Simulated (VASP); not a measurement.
# NaI (C2/m) in VASP: relaxation of cell and atoms with PBEsol

Aim: the relaxation of cell and atoms of NaI with PBEsol.

Program: VASP 6.6.1. These are calculated values, not measurements. Logs are shortened: lines on timing, memory, paths and dates and some standing lists are left out, and cuts for length are marked.

### 1 The cell of the first run

Symmetry: C2/m, No. 12, monoclinic system. Conventional cell: a = 12.270 Å, b = 4.327 Å, c = 5.342 Å, α = 90.00°, β = 109.86°, γ = 90.00°. Within 3.7 Å of Na (site symmetry m) lie 3 I at 2.82 to 2.83 Å and 1 Na at 2.95 Å. Within 4.5 Å of I (site symmetry m) lie 7 Na at 2.82 to 4.40 Å and 7 I at 3.74 to 4.33 Å.

### 2 Relaxation of cell and atoms, PBEsol

Contents of INCAR:

```
SYSTEM = NaI
  PREC = Accurate
  ENCUT = 600
  EDIFF = 1E-6
  ISMEAR = -1
  SIGMA = 0.03
  LREAL = .FALSE.
  LASPH = .TRUE.
  NELM = 100
  ALGO = Normal
  ISIF = 3
  LWAVE = .FALSE.
  LCHARG = .FALSE.
  GGA = PS
  IBRION = 2
  NSW = 100
  EDIFFG = -0.01
```

Contents of KPOINTS:

```
regular mesh
0
G
  6 6 4
  0 0 0
```

Contents of POSCAR:

```
NaI
1.0
    6.1351463600     -2.1635293600      0.0000000000
    6.1351463600      2.1635293600      0.0000000000
   -1.8145509500      0.0000000000      5.0241921600
Na I
2 2
Direct
    0.1117967500      0.1117967500      0.9531586400
    0.8882032500      0.8882032500      0.0468413600
    0.3390724100      0.3390724100      0.3310443800
    0.6609275900      0.6609275900      0.6689556200
```

Potentials or basis: VASP PAW PBE potentials, release 64 (Na_pv, I).

Run with:

```sh
$ cat potpaw_PBE.64/Na_pv/POTCAR potpaw_PBE.64/I/POTCAR > POTCAR
$ mpirun -np 1 vasp_std > vasp.out
```

OUTCAR:

```text
SYSTEM = NaI
   PREC = Accurate
   ENCUT = 600
   EDIFF = 1E-6
   ISMEAR = -1
   LREAL = .FALSE.
   LASPH = .TRUE.
   NELM = 100
   ISIF = 3
   GGA = PS
   IBRION = 2
   NSW = 100
   EDIFFG = -0.01

 ion  position               nearest neighbor table
   1  0.112  0.112  0.953-   4 2.82   4 2.82   3 2.83
   2  0.888  0.888  0.047-   3 2.82   3 2.82   4 2.83
   3  0.339  0.339  0.331-   2 2.82   2 2.82   1 2.83
   4  0.661  0.661  0.669-   1 2.82   1 2.82   2 2.83

  LATTYP: Found a base centered monoclinic cell.
 ALAT       =    12.2702927200
 B/A-ratio  =     0.3526451095
 C/A-ratio  =     0.4353462334
 COS(beta)  =    -0.3396874113

  Lattice vectors:

 A1 = (   6.1351463600,  -2.1635293600,   0.0000000000)
 A2 = (   6.1351463600,   2.1635293600,   0.0000000000)
 A3 = (  -1.8145509500,   0.0000000000,   5.0241921600)

Analysis of symmetry for initial positions (statically):
=====================================================================
 Subroutine PRICEL returns:
 Original cell was already a primitive cell.

 Routine SETGRP: Setting up the symmetry group for a
 base centered monoclinic supercell.

 Subroutine GETGRP returns: Found  4 space group operations
 (whereof  4 operations were pure point group operations)
 out of a pool of  4 trial point group operations.

The static configuration has the point symmetry C_2h.

Analysis of symmetry for dynamics (positions and initial velocities):
=====================================================================
 Subroutine PRICEL returns:
 Original cell was already a primitive cell.

 Routine SETGRP: Setting up the symmetry group for a
 base centered monoclinic supercell.

 Subroutine GETGRP returns: Found  4 space group operations
 (whereof  4 operations were pure point group operations)
 out of a pool of  4 trial point group operations.

The dynamic configuration has the point symmetry C_2h.

 Subroutine INISYM returns: Found  4 space group operations
 (whereof  4 operations are pure point group operations),
 and found     1 'primitive' translations

----------------------------------------------------------------------------------------

                                     Primitive cell

  volume of cell :     133.3779

  direct lattice vectors                    reciprocal lattice vectors
     6.135146360 -2.163529360  0.000000000     0.081497648 -0.231103866  0.029433913
     6.135146360  2.163529360  0.000000000     0.081497648  0.231103866  0.029433913
    -1.814550950  0.000000000  5.024192160     0.000000000  0.000000000  0.199036973

  length of vectors
     6.505450034  6.505450034  5.341825719     0.246814138  0.246814138  0.199036973

  position of ions in fractional coordinates (direct lattice)
     0.111796750  0.111796750  0.953158640
     0.888203250  0.888203250  0.046841360
     0.339072410  0.339072410  0.331044380
     0.660927590  0.660927590  0.668955620

  ion indices of the primitive-cell ions
   primitive index   ion index
                 1           1
                 2           2
                 3           3
                 4           4

----------------------------------------------------------------------------------------

 KPOINTS: regular mesh

Automatic generation of k-mesh.
 Grid dimensions read from file:
 generate k-points for:    6    6    4

 Generating k-lattice:

  Cartesian coordinates                     Fractional coordinates (reciprocal lattice)
     0.013582941 -0.038517311  0.004905652     0.166666667  0.000000000 -0.000000000
     0.013582941  0.038517311  0.004905652     0.000000000  0.166666667 -0.000000000
     0.000000000  0.000000000  0.049759243     0.000000000  0.000000000  0.250000000

  Length of vectors
     0.041135690  0.041135690  0.049759243

  Shift w.r.t. Gamma in fractional coordinates (k-lattice)
     0.000000000  0.000000000  0.000000000

 Subroutine IBZKPT returns following result:
 ===========================================

 Found     47 irreducible k-points:

 Following reciprocal coordinates:
            Coordinates               Weight
  0.000000  0.000000  0.000000      1.000000
  0.166667  0.000000  0.000000      4.000000
  0.333333  0.000000  0.000000      4.000000
  0.500000  0.000000  0.000000      2.000000
  0.166667  0.166667  0.000000      2.000000
  0.333333  0.166667  0.000000      4.000000
[... 16 lines left out ...]
 -0.333333  0.166667  0.250000      4.000000
 -0.166667  0.166667  0.250000      4.000000
 [... further k-points ...]
   k-points           NKPTS =     47   k-points in BZ     NKDIM =     47   number of bands    NBANDS=     18
   number of dos      NEDOS =    301   number of ions     NIONS =      4
   total plane-waves  NPLWV = 139968
   dimension x,y,z NGX =    54 NGY =   54 NGZ =   48
   dimension x,y,z NGXF=   108 NGYF=  108 NGZF=   96
   ions per type =               2   2
   NGX,Y,Z   is equivalent  to a cutoff of  13.80, 13.80, 14.94 a.u.
   NGXF,Y,Z  is equivalent  to a cutoff of  27.60, 27.60, 29.88 a.u.
 SYSTEM =  NaI
   PREC   = accura    normal or accurate (medium, high low for compatibility)
   ISTART =      0    job   : 0-new  1-cont  2-samecut
   ICHARG =      2    charge: 1-file 2-atom 10-const
   ISPIN  =      1    spin polarized calculation?
   LNONCOLLINEAR =      F non collinear calculations
   LSORBIT =      F    spin-orbit coupling
   LASPH  =      T    aspherical Exc in radial PAW
   ENCUT  =  600.0 eV  44.10 Ry    6.64 a.u.  12.99 12.99 10.67*2*pi/ulx,y,z
   NELM   =    100;   NELMIN=  2; NELMDL= -5     # of ELM steps
   EDIFF  = 0.1E-05   stopping-criterion for ELM
   LREAL  =      F    real-space projection
   EDIFFG = -.1E-01   stopping-criterion for IOM
   NSW    =    100    number of steps for IOM
   IBRION =      2    ionic relax: 0-MD 1-quasi-New 2-CG
   NFREE  =      1    steps in history (QN), initial steepest desc. (CG)
   ISIF   =      3    stress and relaxation
   ISYM   =      2    0-nonsym 1-usesym 2-fastsym
   POTIM  = 0.5000    time-step for ionic-motion
   TEBEG  =    0.0;   TEEND  =   0.0 temperature during run
   PSTRESS=    0.0 pullay stress
   NELECT =      28.0000    total number of electrons
   NUPDOWN=      -1.0000    fix difference up-down
   EMIN   =  10.00;   EMAX   =-10.00  energy-range for DOS
   EFERMI =   0.00;   METHOD = LEGACY
   ISMEAR =    -1;   SIGMA  =   0.03  broadening in eV -4-tet -1-fermi 0-gaus
   EFERMI_NEDOS =   21; number of points for ismear=-14 and -15
   IALGO  =     38    algorithm
   IMIX   =      4    mixing-type and parameters
     AMIX     =   0.40;   BMIX     =  1.00
     AMIX_MAG =   1.60;   BMIX_MAG =  1.00
  volume/ion in A,a.u.               =      33.34       225.02
  Fermi-wavevector in a.u.,A,eV,Ry     =   0.972970  1.838647 12.880240  0.946671
  Thomas-Fermi vector in A             =   2.103312
   LORBIT       =      0    0 simple, 1 ext, 2 COOP (PROOUT), +10 PAW based schemes
   GGA     = PS    functional components
   LHFCALC =     F    Hartree Fock is set to
   AEXX    =    0.0000 exact exchange contribution
   IVDW    =     0    specifies the selected vdW correction
   LEPSILON=     F    determine dielectric tensor
   LRPA    =     F    only Hartree local field effects (RPA)
 conjugate gradient relaxation of ions
 non-spin polarized calculation
  energy-cutoff  :      600.00
  volume of cell :      133.38
 maximum number of plane-waves:      4492
 NGX is ok and might be reduce to    54
   NGX = 25   NGY = 25   NGZ = 21

--------------------------------------- Ionic step        1  -------------------------------------------

 number of electron      28.0000005 magnetization

 Free energy of the ion-electron system (eV)
  ---------------------------------------------------
  ext. energy  EPLUGINS =         0.00000000
  ---------------------------------------------------
  free energy    TOTEN  =        -9.49815596 eV

  energy without entropy =       -9.49815596  energy(sigma->0) =       -9.49815596

------------------------ aborting loop because EDIFF is reached ----------------------------------------

  FORCE on cell =-STRESS in cart. coord.  units (eV):
  Direction    XX          YY          ZZ          XY          YZ          ZX
  --------------------------------------------------------------------------------------
  -------------------------------------------------------------------------------------
  Total        4.8862970      3.9395990      2.2033337      0.0000000      0.0000000      0.7166219
  in kB       58.6957267     47.3236941     26.4671333      0.0000000      0.0000000      8.6082864
  external PRESSURE =      44.1621847 kB  Pullay stress =       0.0000000 kB
[... 95 lines left out ...]
  FREE ENERGIE OF THE ION-ELECTRON SYSTEM (eV)
  ---------------------------------------------------
  free  energy   TOTEN  =        -9.9333461927 eV

  energy  without entropy=       -9.9333461927  energy(sigma->0) =       -9.93334619

 E-fermi :  -0.0275     XC(G=0):  -6.5856

 val. band max:       -0.6694733137   @ k =   0.1667   0.0000   0.0000
 cond. band min:       2.2773777411   @ k =   0.0000   0.0000   0.0000
 fundamental gap:      2.9468510548
 Fermi energy:        -0.0274797000

 k-point     1 :       0.0000    0.0000    0.0000
  band No.  band energies     occupation
      1     -23.3725      2.00000
      2     -23.3694      2.00000
      3     -23.3629      2.00000
      4     -23.3627      2.00000
      5     -23.3409      2.00000
      6     -23.3396      2.00000
[... 10 lines left out ...]
     17       5.2752      0.00000
     18       5.9685      0.00000
[... 466 lines left out ...]
      2     -23.3704      2.00000
      3     -23.3635      2.00000
      4     -23.3630      2.00000
      5     -23.3415      2.00000
      6     -23.3409      2.00000
[... 10 lines left out ...]
     17       5.5842      0.00000
     18       5.8886      0.00000

 [... further k-points ...]

[... ionic steps 4 to 34 ...]

--------------------------------------- Ionic step       35  -------------------------------------------

 number of electron      27.9999998 magnetization

------------------------ aborting loop because EDIFF is reached ----------------------------------------

  FORCE on cell =-STRESS in cart. coord.  units (eV):
  Direction    XX          YY          ZZ          XY          YZ          ZX
  --------------------------------------------------------------------------------------
  -------------------------------------------------------------------------------------
  Total        0.0290696     -0.0108322     -0.0173923      0.0000000      0.0000000     -0.0093135
  in kB        0.3329696     -0.1240738     -0.1992146      0.0000000      0.0000000     -0.1066789
  external PRESSURE =       0.0032271 kB  Pullay stress =       0.0000000 kB
[... 61 lines left out ...]
  energy  without entropy=      -11.1031926213  energy(sigma->0) =      -11.10319262

--------------------------------------- Ionic step       37  -------------------------------------------

 number of electron      27.9999996 magnetization

 Free energy of the ion-electron system (eV)
  ---------------------------------------------------
  ext. energy  EPLUGINS =         0.00000000
  ---------------------------------------------------
  free energy    TOTEN  =       -11.10328203 eV

  energy without entropy =      -11.10328203  energy(sigma->0) =      -11.10328203

 E-fermi :   1.3387     XC(G=0):  -7.6551

 val. band max:        0.7024489560   @ k =   0.0000   0.0000   0.0000
 cond. band min:       3.9219462497   @ k =   0.0000   0.0000   0.0000
 fundamental gap:      3.2194972937
 Fermi energy:         1.3386643897

 k-point     1 :       0.0000    0.0000    0.0000
  band No.  band energies     occupation
      1     -21.7729      2.00000
      2     -21.7683      2.00000
      3     -21.7545      2.00000
      4     -21.7540      2.00000
      5     -21.7527      2.00000
      6     -21.7517      2.00000
[... 10 lines left out ...]
     17       6.5158      0.00000
     18       7.2643      0.00000
[... 466 lines left out ...]
      2     -21.7698      2.00000
      3     -21.7573      2.00000
      4     -21.7567      2.00000
      5     -21.7539      2.00000
      6     -21.7531      2.00000
[... 10 lines left out ...]
     17       6.7926      0.00000
     18       7.5336      0.00000

 [... further k-points ...]
[... 5 lines left out ...]
  --------------------------------------------------------------------------------------
  -------------------------------------------------------------------------------------
  Total       -0.0119799     -0.0036917     -0.0040076      0.0000000      0.0000000      0.0104881
  in kB       -0.1370232     -0.0422244     -0.0458385      0.0000000      0.0000000      0.1199604
  external PRESSURE =      -0.0750287 kB  Pullay stress =       0.0000000 kB
[... 19 lines left out ...]
  FREE ENERGIE OF THE ION-ELECTRON SYSTEM (eV)
  ---------------------------------------------------
  free  energy   TOTEN  =       -11.1032820333 eV

  energy  without entropy=      -11.1032820332  energy(sigma->0) =      -11.10328203

 reached required accuracy - stopping structural energy minimisation
```

Run time: 40 min. Hardware: 1 thread of Intel Xeon 6975P-C (Granite Rapids), shared host; peak memory 0.52 GiB.

What came out:

```
Free energy                           : -11.1033 eV
Relaxed volume                        : 35.02 Å³/atom
Relaxed cell                          : a = 8.666 Å, b = 8.666 Å, c = 4.550 Å, α = 121.54°, β = 121.54°, γ = 29.15°
Space group after relaxing (to 0.1 Å) : Cmcm (No. 63)
Energy gained by relaxing             : 401.3 meV/atom
Ionic steps                           : 37
Pressure after relaxing               : 0.0 GPa
Largest force after relaxing          : 0.008 eV/Å
Band gap on the k mesh                : 3.22 eV
```

Forces in eV/Å, atoms in the order of the input:
```
Na  -0.003  0.000  0.000
Na   0.003  0.000  0.000
I   -0.003  0.000 -0.007
I    0.003  0.000  0.007
```

Step by step:
```
step  energy change (eV)  largest force (eV/Å)  pressure (GPa)  volume (Å³)
   1              0.0000                0.8026            4.42       133.38
   2             -0.3809                0.4961            1.03       151.87
   3             -0.4352                0.6447            0.00       161.30
   4             -0.4394                0.6877           -0.30       164.71
   5             -0.5429                0.5866           -0.30       166.23
   6             -0.7864                0.3781           -0.24       169.92
   7             -0.9885                0.5533            0.32       173.31
   8             -1.0939                0.3028           -0.66       182.31
   9             -1.1013                0.2770           -0.90       185.35
  10             -1.2114                0.2549           -0.81       178.86
  11             -1.3888                0.2822           -0.08       159.09
  12             -1.4915                0.2263           -0.02       155.69
  13             -1.5442                0.1274            0.22       151.37
  14             -1.5598                0.1152           -0.23       155.24
  15             -1.5599                0.1152           -0.21       155.01
  16             -1.5680                0.1222            0.05       152.22
  17             -1.5688                0.1281            0.18       150.88
  18             -1.5753                0.0929            0.10       151.29
  19             -1.5821                0.0838           -0.06       152.22
  20             -1.5823                0.0853           -0.10       152.36
  21             -1.5865                0.0632           -0.02       150.81
  22             -1.5881                0.0656            0.06       149.12
  23             -1.5902                0.0476           -0.10       149.61
  24             -1.5904                0.0403           -0.19       149.87
  25             -1.5916                0.0393           -0.18       149.32
  26             -1.5947                0.0443           -0.17       147.65
  27             -1.5993                0.0612           -0.12       144.32
  28             -1.5938                0.1291            0.10       137.63
  29             -1.6001                0.0686           -0.08       142.93
  30             -1.6003                0.0734           -0.06       141.99
  31             -1.6030                0.0531            0.03       140.52
  32             -1.6038                0.0315            0.13       138.96
  33             -1.6044                0.0240           -0.05       140.15
  34             -1.6045                0.0184            0.00       139.84
  35             -1.6049                0.0159            0.00       139.88
  36             -1.6050                0.0139            0.01       139.92
  37             -1.6051                0.0080           -0.01       140.08
```

Final structure:
```yaml
crystal:
  lattice:
    - [8.38671, -2.18114, -0.10910]
    - [8.38671, 2.18114, -0.10910]
    - [-2.40925, 0.00000, 3.86015]
  atoms:
    - { symbol: Na, position: [0.14678, 0.14678, 0.04192] }
    - { symbol: Na, position: [0.85322, 0.85322, 0.95808] }
    - { symbol: I, position: [0.37037, 0.37037, 0.49219] }
    - { symbol: I, position: [0.62963, 0.62963, 0.50781] }
```

Levels at points of the mesh, in eV from the valence-band top:
```csv
k point,band 10,band 11,band 12,band 13,band 14,band 15,band 16,band 17,band 18
"(0.00, 0.00, 0.00)",-0.89,-0.43,-0.30,-0.27,0.00,3.22,4.51,5.81,6.56
"(0.50, 0.00, 0.00)",-2.08,-1.11,-0.56,-0.34,-0.31,4.81,5.34,6.02,7.34
"(0.50, 0.50, 0.00)",-1.23,-0.64,-0.60,-0.57,-0.10,4.39,4.70,5.68,6.89
"(0.00, 0.00, 0.50)",-2.36,-0.45,-0.43,-0.26,-0.26,4.79,4.80,6.79,6.82
"(0.50, 0.00, 0.50)",-1.94,-1.46,-1.45,-0.64,-0.63,4.47,4.47,5.84,5.86
"(0.50, 0.50, 0.50)",-1.99,-1.06,-1.04,-0.26,-0.25,5.76,5.76,6.48,6.50
```

Caveat: a cell axis changed by over 15 % at a fixed basis, so the end point is rough; the PAW data sets were made with another functional, which shifts forces and pressure a little; spin-orbit coupling is left out, which moves the levels of the heavy elements. A k mesh can miss the band edges.
